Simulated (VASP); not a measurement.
The system is Hf.

```
Hf
1.0
     3.19670    0.00000    0.00000
    -1.59835    2.76842    0.00000
     0.00000    0.00000    5.05780
Hf
2
Direct
  0.33333 0.66667 0.25000
  0.66667 0.33333 0.75000
```

```yaml
Program: VASP 6.6.1
Task: relaxation of volume and atoms at fixed shape
Functional: PBEsol
Potentials_or_basis: VASP PAW PBE potentials, release 64 (Hf_pv)
Cutoff: 600 eV
k_mesh: 8 × 8 × 5
Occupations: gaussian, width 0.1 eV
Spin: no spin polarisation
```

At the start: pressure -4.0 GPa; volume 22.38 Å³/atom.

**Question.** How do energy, volume and symmetry change on relaxing?

**Answer.** Over 3 steps the energy falls by 10.3 meV/atom and the volume is 21.58 Å³/atom (-3.6 %); space group P6_3/mmc (No. 194, to 0.05 Å).

The path:
```tsv
step	energy change (eV)	largest force (eV/Å)	pressure (GPa)	volume (Å³)
1	0.0000	0.0000	-4.00	44.76
2	0.0120	0.0000	5.67	41.24
3	-0.0206	0.0000	-0.04	43.16
```

Final structure:
```cif
data_structure
_symmetry_space_group_name_H-M 'P 1'
_symmetry_Int_Tables_number 1
_cell_length_a 3.1582
_cell_length_b 3.1582
_cell_length_c 4.9970
_cell_angle_alpha 90.000
_cell_angle_beta 90.000
_cell_angle_gamma 120.000
_cell_volume 43.16
loop_
_atom_site_label
_atom_site_type_symbol
_atom_site_fract_x
_atom_site_fract_y
_atom_site_fract_z
_atom_site_occupancy
Hf1 Hf 0.33333 0.66667 0.25000 1
Hf2 Hf 0.66667 0.33333 0.75000 1
```

Caveat: the PAW data sets were made with another functional, which shifts forces and pressure a little.
